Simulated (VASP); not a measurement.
Write the native input for VASP 6.6.1 that does the following.

| Quantity | Value |
| --- | --- |
| Task | relaxation of cell and atoms |
| Functional | PBEsol |
| Potentials or basis | VASP PAW PBE potentials, release 64 (Al, Ga_d, As) |
| Cutoff | 500 eV |
| k mesh | 2 × 3 × 2, shifted |
| Occupations | gaussian, width 0.1 eV |
| Spin | no spin polarisation |
| Dipole correction | no |
| Further INCAR settings | ALGO = Normal; EDIFF = 1e-07; ISYM = 0; IBRION = 2; EDIFFG = -0.04; NSW = 90; ISIF = 3 |

The structure of AlGaAs2 lies in POSCAR:

```
AlGaAs2
1.0
    5.7089670000      0.1228080000      0.0553140000
    0.1228080000      5.4764130000      0.1194950000
    0.0553140000      0.1194950000      5.8315340000
Al Ga As
2 2 4
Direct
    0.6566454348      0.7329821219      0.8736202233
    0.2400966885      0.5489048259      0.5898782418
    0.4024828866      0.0769284691      0.3527012526
    0.4702119610      0.4923558561      0.1854335568
    0.1834049783      0.8041505957      0.9585327339
    0.9975036190      0.2275530594      0.1565221765
    0.7845721452      0.8365022545      0.4147707471
    0.9801236296      0.2080883218      0.5881584359
```

These files were run (other wordings do the same):

INCAR

```
PREC = Accurate
ENCUT = 500
EDIFF = 1E-7
ISMEAR = 0
SIGMA = 0.1
LREAL = F
LASPH = T
NELM = 120
ALGO = Normal
ISIF = 3
LWAVE = F
LCHARG = F
GGA = PS
IBRION = 2
NSW = 90
EDIFFG = -0.04
ISYM = 0
GGA_COMPAT = F
NELMIN = 4
```

KPOINTS

```
Automatic mesh
0
Gamma
  2 3 2
  0.5 0 0.5
```

Potentials or basis: VASP PAW PBE potentials, release 64 (Al, Ga_d, As).

Launch:

```bash
$ cat potpaw_PBE.64/Al/POTCAR potpaw_PBE.64/Ga_d/POTCAR potpaw_PBE.64/As/POTCAR > POTCAR
$ mpirun -np 1 vasp_std > vasp.out
```

Results of the run:

```json
{
 "Relaxed volume": "19.77 Å³/atom",
 "Relaxed cell": "a = 5.724 Å, b = 5.179 Å, c = 5.389 Å, α = 90.94°, β = 96.62°, γ = 85.62°",
 "Space group after relaxing (to 0.1 Å)": "P1 (No. 1)",
 "Energy gained by relaxing": "371.6 meV/atom",
 "Ionic steps": "48",
 "Pressure after relaxing": "0.0 GPa",
 "Largest force after relaxing": "0.040 eV/Å",
 "Band gap on the k mesh": "zero (bands 26 and 27 overlap by 0.38 eV)"
}
```

Caveat: the k points lie up to 0.59 Å⁻¹ apart in the final cell; the PAW data sets were made with another functional, which shifts forces and pressure a little.

Wall time 14 min on 1 thread of AMD EPYC 9R45 (Zen 5), on a shared host, peak memory 0.25 GiB.
